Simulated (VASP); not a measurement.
Here is a VASP 6.6.1 calculation.

POSCAR

```
Y
1.0
    0.0000000000      2.5175004675      2.5175004675
    2.5175004675      0.0000000000      2.5175004675
    2.5175004675      2.5175004675      0.0000000000
Y
1
Direct
    0.0000000000      0.0000000000      0.0000000000
```

The input INCAR.step1:

```
ALGO     = Fast           # electronic algorithm
EDIFF    = 1E-6           # SCF threshold, eV
ENCUT    = 520            # plane-wave cutoff, eV
GGA      = RP             # functional
GGA_COMPAT= F            
ISIF     = 2              # what is computed and relaxed
ISMEAR   = -1             # smearing method
IVDW     = 12             # dispersion correction
LASPH    = T              # aspherical terms in the spheres
LCHARG   = T              # write CHGCAR
LMAXMIX  = 4              # l up to which the mixer works
LORBMOM  = T            
LREAL    = F              # projectors in reciprocal space
LSORBIT  = T              # spin-orbit coupling
LWAVE    = F              # write WAVECAR
MAGMOM   = 0 0 0          # initial moments
NBANDS   = 22             # bands
NELM     = 150            # most SCF steps
PREC     = Accurate       # precision mode
SIGMA    = 0.1            # smearing width, eV
```

Contents of KPOINTS.step1:

```
k-points
0
Gamma
  8 8 8
```

File INCAR.step2:

```
ALGO     = Fast           # electronic algorithm
EDIFF    = 1E-6           # SCF threshold, eV
ENCUT    = 520            # plane-wave cutoff, eV
GGA      = RP             # functional
GGA_COMPAT= F            
ICHARG   = 11             # starting density
ISIF     = 2              # what is computed and relaxed
ISMEAR   = -5             # smearing method
IVDW     = 12             # dispersion correction
LASPH    = T              # aspherical terms in the spheres
LCHARG   = F              # write CHGCAR
LMAXMIX  = 4              # l up to which the mixer works
LORBIT   = 11             # projections on sites
LORBMOM  = T            
LREAL    = F              # projectors in reciprocal space
LSORBIT  = T              # spin-orbit coupling
LWAVE    = F              # write WAVECAR
MAGMOM   = 0 0 0          # initial moments
NEDOS    = 2001           # points of the DOS
NELM     = 150            # most SCF steps
PREC     = Accurate       # precision mode
SIGMA    = 0.1            # smearing width, eV
```

The input KPOINTS.step2:

```
k-points
0
Gamma
  12 12 12
```

Potentials or basis: VASP PAW PBE potentials, release 64 (Y_sv).

The run is started by

```sh
$ cat potpaw_PBE.64/Y_sv/POTCAR > POTCAR
$ cp INCAR.step1 INCAR
$ cp KPOINTS.step1 KPOINTS
$ mpirun -np 1 vasp_ncl > vasp.out
$ cp INCAR.step2 INCAR
$ cp KPOINTS.step2 KPOINTS
$ mpirun -np 1 vasp_ncl > vasp.out
```

Q: Estimate the net moment.

A: 0.00 μB per cell.

Q: What does it give for the dispersion energy per atom?

A: -2.333 eV.

Moments on the atoms (μB; x, y, z):
```
Y   0.00 0.00 0.00
```
